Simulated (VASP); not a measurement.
# AlGaN2 (P-4m2) in VASP: a series of runs

AlGaN2 is run at these levels: LDA; tasks: single point.

Everything below comes from runs of VASP 6.6.1. Logs are shortened: lines on timing, memory, paths and dates and some standing lists are left out, and cuts for length are marked.

### Step 1. The cell of the first run

It takes space group P-4m2 (No. 115, tetragonal). The conventional cell has a = 3.156 Å, b = 3.156 Å, c = 4.442 Å, α = 90.00°, β = 90.00°, γ = 90.00°. Al (site symmetry -4m2) has 4 N at 1.90 Å within 2.5 Å. Within 2.6 Å of Ga (site symmetry -4m2) lie 4 N at 1.96 Å. Within 2.5 Å of N (site symmetry 2mm) lie 2 Al at 1.90 Å and 2 Ga at 1.96 Å.

### Step 2. Single point, LDA (volume 11.061 Å^3 an atom, c/a of the conventional cell 1.4073)

Contents of INCAR:

```
ALGO = Normal
EDIFF = 1E-7
ENCUT = 520
ISIF = 2
ISMEAR = 0
LASPH = True
LCHARG = True
LELF = True
LREAL = False
LVHAR = True
LWAVE = False
NBANDS = 21
NELM = 100
PREC = Accurate
SIGMA = 0.05
```

Contents of KPOINTS:

```
k-points
0
Gamma
  8 8 6
```

Contents of POSCAR:

```
AlGaN2
1.0
    3.1561614145      0.0000000000      0.0000000000
    0.0000000000      3.1561614145      0.0000000000
    0.0000000000      0.0000000000      4.4415644818
Al Ga N
1 1 2
Direct
    0.5000000000      0.5000000000      0.5000000000
    0.0000000000      0.0000000000      0.0000000000
    0.5000000000      0.0000000000      0.7400738390
    0.0000000000      0.5000000000      0.2599261610
```

Potentials or basis: VASP PAW LDA potentials, release 64 (Al, Ga_d, N).

The run is started by

```console
$ cat potpaw_LDA.64/Al/POTCAR potpaw_LDA.64/Ga_d/POTCAR potpaw_LDA.64/N/POTCAR > POTCAR
$ mpirun -np 1 vasp_std > vasp.out
```

OUTCAR:

```text
EDIFF = 1E-7
   ENCUT = 520
   ISIF = 2
   ISMEAR = 0
   LASPH = True
   LREAL = False
   NELM = 100
   PREC = Accurate

 ion  position               nearest neighbor table
   1  0.500  0.500  0.500-   3 1.90   4 1.90   3 1.90   4 1.90
   2  0.000  0.000  0.000-   3 1.96   4 1.96   4 1.96   3 1.96
   3  0.500  0.000  0.740-   1 1.90   1 1.90   2 1.96   2 1.96
   4  0.000  0.500  0.260-   1 1.90   1 1.90   2 1.96   2 1.96

  LATTYP: Found a simple tetragonal cell.
 ALAT       =     3.1561614145
 C/A-ratio  =     1.4072678480

  Lattice vectors:

 A1 = (   3.1561614145,   0.0000000000,   0.0000000000)
 A2 = (   0.0000000000,   3.1561614145,   0.0000000000)
 A3 = (   0.0000000000,   0.0000000000,   4.4415644818)

Analysis of symmetry for initial positions (statically):
=====================================================================
 Subroutine PRICEL returns:
 Original cell was already a primitive cell.

 Routine SETGRP: Setting up the symmetry group for a
 simple tetragonal supercell.

 Subroutine GETGRP returns: Found  8 space group operations
 (whereof  8 operations were pure point group operations)
 out of a pool of 16 trial point group operations.

The static configuration has the point symmetry D_2d.

Analysis of symmetry for dynamics (positions and initial velocities):
=====================================================================
 Subroutine PRICEL returns:
 Original cell was already a primitive cell.

 Routine SETGRP: Setting up the symmetry group for a
 simple tetragonal supercell.

 Subroutine GETGRP returns: Found  8 space group operations
 (whereof  8 operations were pure point group operations)
 out of a pool of 16 trial point group operations.

The dynamic configuration has the point symmetry D_2d.

 Subroutine INISYM returns: Found  8 space group operations
 (whereof  8 operations are pure point group operations),
 and found     1 'primitive' translations

----------------------------------------------------------------------------------------

                                     Primitive cell
[... 88 lines left out ...]
   ICHARG =      2    charge: 1-file 2-atom 10-const
   ISPIN  =      1    spin polarized calculation?
   LNONCOLLINEAR =      F non collinear calculations
   LSORBIT =      F    spin-orbit coupling
   LASPH  =      T    aspherical Exc in radial PAW
   ENCUT  =  520.0 eV  38.22 Ry    6.18 a.u.   5.87  5.87  8.26*2*pi/ulx,y,z
   NELM   =    100;   NELMIN=  2; NELMDL= -5     # of ELM steps
   EDIFF  = 0.1E-06   stopping-criterion for ELM
   LREAL  =      F    real-space projection
   EDIFFG = 0.1E-05   stopping-criterion for IOM
   NSW    =      0    number of steps for IOM
   IBRION =     -1    ionic relax: 0-MD 1-quasi-New 2-CG
   NFREE  =      0    steps in history (QN), initial steepest desc. (CG)
   ISIF   =      2    stress and relaxation
   ISYM   =      2    0-nonsym 1-usesym 2-fastsym
   POTIM  = 0.5000    time-step for ionic-motion
   TEBEG  =    0.0;   TEEND  =   0.0 temperature during run
   PSTRESS=    0.0 pullay stress
   NELECT =      26.0000    total number of electrons
   NUPDOWN=      -1.0000    fix difference up-down
   EMIN   =  10.00;   EMAX   =-10.00  energy-range for DOS
   EFERMI =   0.00;   METHOD = LEGACY
   ISMEAR =     0;   SIGMA  =   0.05  broadening in eV -4-tet -1-fermi 0-gaus
   EFERMI_NEDOS =   21; number of points for ismear=-14 and -15
   IALGO  =     38    algorithm
   IMIX   =      4    mixing-type and parameters
     AMIX     =   0.40;   BMIX     =  1.00
     AMIX_MAG =   1.60;   BMIX_MAG =  1.00
  volume/ion in A,a.u.               =      11.06        74.64
  Fermi-wavevector in a.u.,A,eV,Ry     =   1.371243  2.591274 25.583142  1.880308
  Thomas-Fermi vector in A             =   2.496957
   LORBIT       =      0    0 simple, 1 ext, 2 COOP (PROOUT), +10 PAW based schemes
   GGA     = CA    functional components
   LHFCALC =     F    Hartree Fock is set to
   AEXX    =    0.0000 exact exchange contribution
   IVDW    =     0    specifies the selected vdW correction
   LEPSILON=     F    determine dielectric tensor
   LRPA    =     F    only Hartree local field effects (RPA)
 non-spin polarized calculation
 Gauss-broadening in eV      SIGMA  =   0.05
  energy-cutoff  :      520.00
  volume of cell :       44.24
 maximum number of plane-waves:      1216
 NGX is ok and might be reduce to    24
   NGX = 11   NGY = 11   NGZ = 17

 number of electron      25.9999982 magnetization

 Free energy of the ion-electron system (eV)
  ---------------------------------------------------
  ext. energy  EPLUGINS =         0.00000000
  ---------------------------------------------------
  free energy    TOTEN  =       -30.28407717 eV

  energy without entropy =      -30.28407717  energy(sigma->0) =      -30.28407717

 E-fermi :   5.5390     XC(G=0): -11.6562

 val. band max:        5.2538695862   @ k =   0.0000   0.0000   0.0000
 cond. band min:       8.0304924069   @ k =   0.0000   0.0000   0.0000
 fundamental gap:      2.7766228207
 Fermi energy:         5.5390131095

 k-point     1 :       0.0000    0.0000    0.0000
  band No.  band energies     occupation
      1     -10.0097      2.00000
      2      -8.7564      2.00000
      3      -7.8375      2.00000
      4      -7.8375      2.00000
      5      -7.7924      2.00000
      6      -7.6396      2.00000
[... 565 lines left out ...]
     20      17.1607      0.00000
     21      17.1819      0.00000

 [... further k-points ...]

------------------------ aborting loop because EDIFF is reached ----------------------------------------

  FORCE on cell =-STRESS in cart. coord.  units (eV):
  Direction    XX          YY          ZZ          XY          YZ          ZX
  --------------------------------------------------------------------------------------
  -------------------------------------------------------------------------------------
  Total       -1.8611653     -1.8611653     -1.8291648      0.0000000      0.0000000      0.0000000
  in kB      -67.3970915    -67.3970915    -66.2382768      0.0000000      0.0000000      0.0000000
  external PRESSURE =     -67.0108199 kB  Pullay stress =       0.0000000 kB

 VOLUME and BASIS-vectors are now :
 -----------------------------------------------------------------------------
  energy-cutoff  :      520.00
  volume of cell :       44.24
      direct lattice vectors                 reciprocal lattice vectors
     3.156161415  0.000000000  0.000000000     0.316840576  0.000000000  0.000000000
     0.000000000  3.156161415  0.000000000     0.000000000  0.316840576  0.000000000
     0.000000000  0.000000000  4.441564482     0.000000000  0.000000000  0.225145893

 POSITION                                       TOTAL-FORCE (eV/Angst)
 -----------------------------------------------------------------------------------
      1.57808      1.57808      2.22078         0.000000     -0.000000      0.000000
      0.00000      0.00000      0.00000        -0.000000      0.000000      0.000000
      1.57808      0.00000      3.28709        -0.000000      0.000000     -0.023841
      0.00000      1.57808      1.15448         0.000000      0.000000      0.023841
 -----------------------------------------------------------------------------------
    total drift:                                0.000000      0.000000     -0.000000

  FREE ENERGIE OF THE ION-ELECTRON SYSTEM (eV)
  ---------------------------------------------------
  free  energy   TOTEN  =       -30.2840771695 eV

  energy  without entropy=      -30.2840771695  energy(sigma->0) =      -30.28407717
```

OSZICAR:

```text
N       E                     dE             d eps       ncg     rms          rms(c)
DAV:   1     0.169930388558E+03    0.16993E+03   -0.12918E+04  2743   0.182E+03
DAV:   2    -0.148953524525E+02   -0.18483E+03   -0.17243E+03  2801   0.398E+02
DAV:   3    -0.343836357229E+02   -0.19488E+02   -0.19239E+02  2946   0.104E+02
DAV:   4    -0.348778263525E+02   -0.49419E+00   -0.49348E+00  3054   0.176E+01
DAV:   5    -0.348867637583E+02   -0.89374E-02   -0.89367E-02  2895   0.226E+00    0.114E+01
DAV:   6    -0.303638478537E+02    0.45229E+01   -0.14598E+01  3910   0.509E+01    0.394E+00
DAV:   7    -0.303470252155E+02    0.16823E-01   -0.92155E-01  2675   0.774E+00    0.264E+00
DAV:   8    -0.302978927491E+02    0.49132E-01   -0.21593E-01  3012   0.421E+00    0.108E+00
DAV:   9    -0.302838346420E+02    0.14058E-01   -0.41722E-02  3365   0.295E+00    0.390E-01
DAV:  10    -0.302841206396E+02   -0.28600E-03   -0.61966E-03  2929   0.519E-01    0.107E-01
DAV:  11    -0.302840857324E+02    0.34907E-04   -0.17785E-04  3386   0.136E-01    0.338E-02
DAV:  12    -0.302840767474E+02    0.89851E-05   -0.40570E-05  3426   0.825E-02    0.103E-02
DAV:  13    -0.302840771721E+02   -0.42470E-06   -0.27332E-06  2875   0.116E-02    0.313E-03
DAV:  14    -0.302840771695E+02    0.26289E-08   -0.14027E-07  1835   0.308E-03
   1 F= -.30284077E+02 E0= -.30284077E+02  d E =-.110533E-17
```

stdout:

```text
POSCAR found type information on POSCAR AlGaN
 POSCAR found :  3 types and       4 ions
 scaLAPACK will be used
 LDA part: xc-table for (Slater(with rela. corr.)+CA(PZ))
 , standard interpolation
 POSCAR, INCAR and KPOINTS ok, starting setup
 FFT: planning ... GRIDC
 FFT: planning ... GRID_SOFT
 FFT: planning ... GRID
 WAVECAR not read
 entering main loop
```

It took 27 s on 1 thread of Intel Xeon 6975P-C, shared host; peak memory 0.18 GiB.

What came out:

| Item | Value |
| --- | --- |
| Free energy | -30.2841 eV |
| Pressure | -6.7 GPa |
| Largest force | 0.024 eV/Å |
| Band gap on the k mesh | 2.78 eV, direct |

Forces in eV/Å, atoms in the order of the input:
```
Al   0.000  0.000  0.000
Ga   0.000  0.000  0.000
N    0.000  0.000 -0.024
N    0.000  0.000  0.024
```

 A k mesh can miss the band edges.

### Step 3. Single point, LDA (volume 11.061 Å^3 an atom, c/a of the conventional cell 1.5413)

Contents of INCAR:

```
  PREC = Accurate
  ENCUT = 520
  EDIFF = 1E-6
  ISMEAR = 0
  SIGMA = 0.05
  LREAL = F
  LASPH = T
  NELM = 80
  ALGO = Normal
  ISIF = 2
  LWAVE = F
  LCHARG = F
  NBANDS = 21
```

Contents of KPOINTS:

```
regular mesh
0
Gamma
  8 8 6
```

Contents of POSCAR:

```
AlGaN2
1.0
    3.0618863623      0.0000000000      0.0000000000
    0.0000000000      3.0618863623      0.0000000000
    0.0000000000      0.0000000000      4.7192854502
Al Ga N
1 1 2
Direct
    0.5000000000      0.5000000000      0.5000000000
    0.0000000000      0.0000000000      0.0000000000
    0.5000000000      0.0000000000      0.7412717283
    0.0000000000      0.5000000000      0.2587282717
```

Potentials or basis: VASP PAW LDA potentials, release 64 (Al, Ga_d, N).

The run is started by

```console
$ cat potpaw_LDA.64/Al/POTCAR potpaw_LDA.64/Ga_d/POTCAR potpaw_LDA.64/N/POTCAR > POTCAR
$ mpirun -np 1 vasp_std > vasp.out
```

Wall time 29 s (1 thread of Intel Xeon 6975P-C, shared host); peak memory 0.17 GiB.

The run converged. Its results:

* Free energy: -30.1686 eV
* Pressure: -7.1 GPa
* Largest force: 0.033 eV/Å
* Band gap on the k mesh: 2.59 eV, direct

Forces in eV/Å, atoms in the order of the input:
```
Al   0.000  0.000  0.000
Ga   0.000  0.000  0.000
N    0.000  0.000 -0.033
N    0.000  0.000  0.033
```

Stress tensor (GPa, compression positive):
```
 -2.13   0.00   0.00
  0.00  -2.13   0.00
  0.00   0.00 -17.03
```

Levels at points of the mesh, in eV from the valence-band top:
```csv
k point,band 11,band 12,band 13,band 14,band 15,band 16
"(0.00, 0.00, 0.00)",-0.63,0.00,0.00,2.59,3.66,8.16
"(0.50, 0.00, 0.00)",-3.42,-0.72,-0.43,6.85,6.99,8.33
"(0.50, 0.50, 0.00)",-2.63,-2.63,-2.57,2.94,2.94,5.47
"(0.00, 0.00, 0.50)",-1.34,-0.82,-0.82,4.90,4.98,7.49
"(0.50, 0.00, 0.50)",-1.21,-0.71,-0.36,4.60,5.93,8.89
"(0.50, 0.50, 0.50)",-3.34,-3.34,-3.34,5.44,5.44,8.21
```

### Step 4. Single point, LDA (volume 11.061 Å^3 an atom, c/a of the conventional cell 1.2849)

Contents of INCAR:

```
PREC = Accurate ; ENCUT = 520
EDIFF = 1E-6 ; ISMEAR = 0
SIGMA = 0.05 ; LREAL = False
LASPH = True ; NELM = 80
ALGO = Normal ; ISIF = 2
LWAVE = False ; LCHARG = False
GGA = CA ; NBANDS = 21
```

Contents of KPOINTS:

```
Automatic mesh
0
Gamma
  8 8 6
```

Contents of POSCAR:

```
AlGaN2
1.0
    3.2533317495      0.0000000000      0.0000000000
    0.0000000000      3.2533317495      0.0000000000
    0.0000000000      0.0000000000      4.1802059649
Al Ga N
1 1 2
Direct
    0.5000000000      0.5000000000      0.5000000000
    0.0000000000      0.0000000000      0.0000000000
    0.5000000000      0.0000000000      0.7385345305
    0.0000000000      0.5000000000      0.2614654695
```

Potentials or basis: VASP PAW LDA potentials, release 64 (Al, Ga_d, N).

The run is started by

```console
$ cat potpaw_LDA.64/Al/POTCAR potpaw_LDA.64/Ga_d/POTCAR potpaw_LDA.64/N/POTCAR > POTCAR
$ mpirun -np 1 vasp_std > vasp.out
```

OUTCAR:

```text
PREC = Accurate
   ENCUT = 520
   EDIFF = 1E-6
   ISMEAR = 0
   LREAL = False
   LASPH = True
   NELM = 80
   ISIF = 2
   GGA = CA

 ion  position               nearest neighbor table
   1  0.500  0.500  0.500-   3 1.91   4 1.91   3 1.91   4 1.91   2 3.11   2 3.11   2 3.11   2 3.11
                             2 3.11   2 3.11   2 3.11   2 3.11
   2  0.000  0.000  0.000-   3 1.96   4 1.96   4 1.96   3 1.96   1 3.11   1 3.11   1 3.11   1 3.11
                             1 3.11   1 3.11   1 3.11   1 3.11
   3  0.500  0.000  0.739-   1 1.91   1 1.91   2 1.96   2 1.96
   4  0.000  0.500  0.261-   1 1.91   1 1.91   2 1.96   2 1.96

  LATTYP: Found a simple tetragonal cell.
 ALAT       =     3.2533317495
 C/A-ratio  =     1.2849000000

  Lattice vectors:

 A1 = (   3.2533317495,   0.0000000000,   0.0000000000)
 A2 = (   0.0000000000,   3.2533317495,   0.0000000000)
 A3 = (   0.0000000000,   0.0000000000,   4.1802059649)

Analysis of symmetry for initial positions (statically):
=====================================================================
 Subroutine PRICEL returns:
 Original cell was already a primitive cell.
[... 173 lines left out ...]

 E-fermi :   5.5462     XC(G=0): -11.6637

 val. band max:        5.2652181061   @ k =   0.0000   0.0000   0.0000
 cond. band min:       8.0033962416   @ k =   0.0000   0.0000   0.0000
 fundamental gap:      2.7381781354
 Fermi energy:         5.5462063652

 k-point     1 :       0.0000    0.0000    0.0000
  band No.  band energies     occupation
      1      -9.9910      2.00000
      2      -8.7261      2.00000
      3      -7.8688      2.00000
      4      -7.8688      2.00000
      5      -7.8232      2.00000
      6      -7.6516      2.00000
[... 565 lines left out ...]
     20      17.1410      0.00000
     21      17.3468      0.00000

 [... further k-points ...]

------------------------ aborting loop because EDIFF is reached ----------------------------------------

  FORCE on cell =-STRESS in cart. coord.  units (eV):
  Direction    XX          YY          ZZ          XY          YZ          ZX
  --------------------------------------------------------------------------------------
  -------------------------------------------------------------------------------------
  Total       -2.9632238     -2.9632238     -0.2539992      0.0000000      0.0000000      0.0000000
  in kB     -107.3051709   -107.3051709     -9.1978968      0.0000000      0.0000000      0.0000000
  external PRESSURE =     -74.6027462 kB  Pullay stress =       0.0000000 kB

 VOLUME and BASIS-vectors are now :
 -----------------------------------------------------------------------------
  energy-cutoff  :      520.00
  volume of cell :       44.24
      direct lattice vectors                 reciprocal lattice vectors
     3.253331750  0.000000000  0.000000000     0.307377199  0.000000000  0.000000000
     0.000000000  3.253331750  0.000000000     0.000000000  0.307377199  0.000000000
     0.000000000  0.000000000  4.180205965     0.000000000  0.000000000  0.239222662

 POSITION                                       TOTAL-FORCE (eV/Angst)
 -----------------------------------------------------------------------------------
      1.62667      1.62667      2.09010         0.000000     -0.000000      0.000000
      0.00000      0.00000      0.00000         0.000000      0.000000      0.000000
      1.62667      0.00000      3.08723         0.000000      0.000000     -0.027042
      0.00000      1.62667      1.09298        -0.000000      0.000000      0.027042
 -----------------------------------------------------------------------------------
    total drift:                                0.000000      0.000000     -0.000000

  FREE ENERGIE OF THE ION-ELECTRON SYSTEM (eV)
  ---------------------------------------------------
  free  energy   TOTEN  =       -30.1952993274 eV

  energy  without entropy=      -30.1952993274  energy(sigma->0) =      -30.19529933
```

OSZICAR:

```text
N       E                     dE             d eps       ncg     rms          rms(c)
DAV:   1     0.175103455665E+03    0.17510E+03   -0.12958E+04  2779   0.182E+03
DAV:   2    -0.131155044551E+02   -0.18822E+03   -0.17699E+03  2737   0.420E+02
DAV:   3    -0.342326542344E+02   -0.21117E+02   -0.20858E+02  3010   0.107E+02
DAV:   4    -0.347643610358E+02   -0.53171E+00   -0.53100E+00  3023   0.182E+01
DAV:   5    -0.347737521966E+02   -0.93912E-02   -0.93905E-02  2932   0.239E+00    0.114E+01
DAV:   6    -0.302797677801E+02    0.44940E+01   -0.14744E+01  3893   0.507E+01    0.394E+00
DAV:   7    -0.302580656189E+02    0.21702E-01   -0.87865E-01  2735   0.764E+00    0.263E+00
DAV:   8    -0.302084490784E+02    0.49617E-01   -0.21333E-01  2916   0.407E+00    0.107E+00
DAV:   9    -0.301950245959E+02    0.13424E-01   -0.40523E-02  3334   0.289E+00    0.389E-01
DAV:  10    -0.301953423632E+02   -0.31777E-03   -0.59724E-03  2834   0.498E-01    0.104E-01
DAV:  11    -0.301953085126E+02    0.33851E-04   -0.16809E-04  3570   0.130E-01    0.360E-02
DAV:  12    -0.301952989172E+02    0.95954E-05   -0.39576E-05  3196   0.818E-02    0.111E-02
DAV:  13    -0.301952993274E+02   -0.41025E-06   -0.28794E-06  2868   0.119E-02
   1 F= -.30195299E+02 E0= -.30195299E+02  d E =-.141345E-17
```

stdout:

```text
POSCAR found type information on POSCAR AlGaN
 POSCAR found :  3 types and       4 ions
 scaLAPACK will be used
 LDA part: xc-table for (Slater(with rela. corr.)+CA(PZ))
 , standard interpolation
 POSCAR, INCAR and KPOINTS ok, starting setup
 FFT: planning ... GRIDC
 FFT: planning ... GRID_SOFT
 FFT: planning ... GRID
 WAVECAR not read
 entering main loop
```

Wall time 22 s (1 thread of Intel Xeon 6975P-C, shared host); peak memory 0.18 GiB.

Results:

| Quantity | Value |
| --- | --- |
| Free energy | -30.1953 eV |
| Pressure | -7.5 GPa |
| Largest force | 0.027 eV/Å |
| Band gap on the k mesh | 2.74 eV, direct |

Forces in eV/Å, atoms in the order of the input:
```
Al   0.000  0.000  0.000
Ga   0.000  0.000  0.000
N    0.000  0.000 -0.027
N    0.000  0.000  0.027
```

[end of part 1 of 2]
